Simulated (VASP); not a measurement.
Input of a VASP 6.6.1 run:

INCAR

```
PREC = Accurate
ENCUT = 520
EDIFF = 1E-6
ISMEAR = 0
SIGMA = 0.02
LREAL = False
LASPH = True
NELM = 100
ALGO = Normal
ISIF = 2
LWAVE = False
LCHARG = True
LDIPOL = True
IDIPOL = 3
DIPOL = 0.5 0.5 0.500
GGA = PE
LELF = True
LVHAR = True
LVACPOTAV = True
NBANDS = 12
```

KPOINTS

```
regular mesh
0
Gamma
  9 9 1
```

File POSCAR:

```
As
1.0
    3.3810000000      0.0000000000      0.0000000000
   -1.6905000000      2.9280318902      0.0000000000
    0.0000000000      0.0000000000     28.0000000000
As
2
Direct
    0.3333333333      0.6666666667      0.5106428571
    0.6666666667      0.3333333333      0.4893571429
```

Potentials or basis: VASP PAW PBE potentials, release 64 (As).

The run is started by

```bash
$ cat potpaw_PBE.64/As/POTCAR > POTCAR
$ mpirun -np 1 vasp_std > vasp.out
```

Q: Predict the band gap on the k mesh.

A: Zero (band 5 reaches -1.80 eV, above the bottom of band 6 at -3.33 eV).

Q: Predict the largest force.

A: 8.589 eV/Å.

Forces on the atoms (eV/Å):
```
As   0.000  0.000  8.589
As   0.000  0.000 -8.589
```
